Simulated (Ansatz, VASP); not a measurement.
**Mo: VASP beside Ansatz**

File INCAR:

```
SYSTEM = Mo
  PREC = Accurate
  ENCUT = 520
  EDIFF = 1E-8
  ISMEAR = -1
  SIGMA = 0.05
  LREAL = .False.
  LASPH = .True.
  NELM = 60
  ALGO = Normal
  ISIF = 2
  LWAVE = .False.
  LCHARG = .False.
  GGA = PE
  LEFG = .True.
  NBANDS = 13
```

The input KPOINTS:

```
Automatic mesh
0
Gamma
  16 16 16
  0 0 0
```

POSCAR

```
Mo
1.0
   -1.5916734234      1.5916734234      1.5916734234
    1.5916734234     -1.5916734234      1.5916734234
    1.5916734234      1.5916734234     -1.5916734234
Mo
1
Direct
    0.0000000000      0.0000000000      0.0000000000
```

Input for Ansatz:

```yaml
crystal:
  lattice:
    - [-1.5916734234, 1.5916734234, 1.5916734234]
    - [1.5916734234, -1.5916734234, 1.5916734234]
    - [1.5916734234, 1.5916734234, -1.5916734234]
  atoms:
    - { symbol: Mo, position: [0.0, 0.0, 0.0] }
kpoints:
  mp_grid: { grid: [16, 16, 16] }
scf:
  occupations: { method: fermi_dirac, width: 0.05 }
hamiltonian:
  xc: pbe
  pseudopotentials: { kind: paw }
output:
  forces: true
  stress: true
  eigenvalues: true
  efg: { contact_densities: true }
  write_density: true
  write_potential: true
  elf: true
  volumetric_format: npy
```

Change from the starting cell: volume scaled by 1.04, PAW files.

Alike in both runs: task electric field gradients; functional PBE; k mesh 16 × 16 × 16; occupations fermi-dirac, width 0.05 eV; no spin polarisation.

|  | VASP | Ansatz |
| --- | --- | --- |
| version | VASP 6.6.1 | Ansatz 0.2.0 |
| potentials or method | VASP PAW PBE potentials, release 64 (Mo_sv) | PAW with Ansatz's default frozen-core files, scalar-relativistic |
| plane-wave cutoff (eV) | 520 | 420 |
| valence electrons in the cell | 14 | 14 |

```tsv
	VASP	Ansatz	Ansatz less VASP
pressure (GPa)	-5.0	-5.4	-0.46
```

The functional is the same, so the differences come from potentials, cutoffs and numerics.
